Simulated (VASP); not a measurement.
Set up this calculation in VASP 6.6.1, as the native input.

* Task: single point
* Functional: PBE
* Potentials or basis: VASP PAW PBE potentials, release 64 (Sn_d, O)
* Cutoff: 520 eV
* k mesh: 4 × 4 × 6
* Occupations: gaussian, width 0.01 eV
* Spin: no spin polarisation
* Dipole correction: no
* Further INCAR settings: ALGO = Normal; EDIFF = 1e-06; NBANDS = 35

The structure of SnO2 lies in POSCAR:

```
SnO2
1.0
    4.8003492553      0.0000000000      0.0000000000
    0.0000000000      4.8003492553      0.0000000000
    0.0000000000      0.0000000000      3.2284324403
Sn O
2 4
Direct
    0.0000000000      0.0000000000      0.0000000000
    0.5000000000      0.5000000000      0.5000000000
    0.3071000000      0.3071000000      0.0000000000
    0.1929000000      0.8071000000      0.5000000000
    0.6929000000      0.6929000000      0.0000000000
    0.8071000000      0.1929000000      0.5000000000
```

The input as run:

INCAR

```
SYSTEM = SnO2
ALGO = Normal
EDIFF = 1E-6
ENCUT = 520
GGA = PE
ISIF = 2
ISMEAR = 0
LASPH = .TRUE.
LCHARG = .FALSE.
LREAL = .FALSE.
LWAVE = .FALSE.
NBANDS = 35
NELM = 80
PREC = Accurate
SIGMA = 0.01
```

KPOINTS

```
k-points
0
G
  4 4 6
  0 0 0
```

Potentials or basis: VASP PAW PBE potentials, release 64 (Sn_d, O).

Command:

```bash
$ cat potpaw_PBE.64/Sn_d/POTCAR potpaw_PBE.64/O/POTCAR > POTCAR
$ mpirun -np 1 vasp_std > vasp.out
```

Results of the run:

| Item | Value |
| --- | --- |
| Pressure | 3.3 GPa |
| Largest force | 0.136 eV/Å |
| Band gap on the k mesh | 0.83 eV |

Caveat: the cell stands under pressure; spin-orbit coupling is left out, which moves the levels of the heavy elements.

Wall time 80 s on 1 thread of AMD EPYC 7R13, with other jobs on the host, peak memory 0.17 GiB.
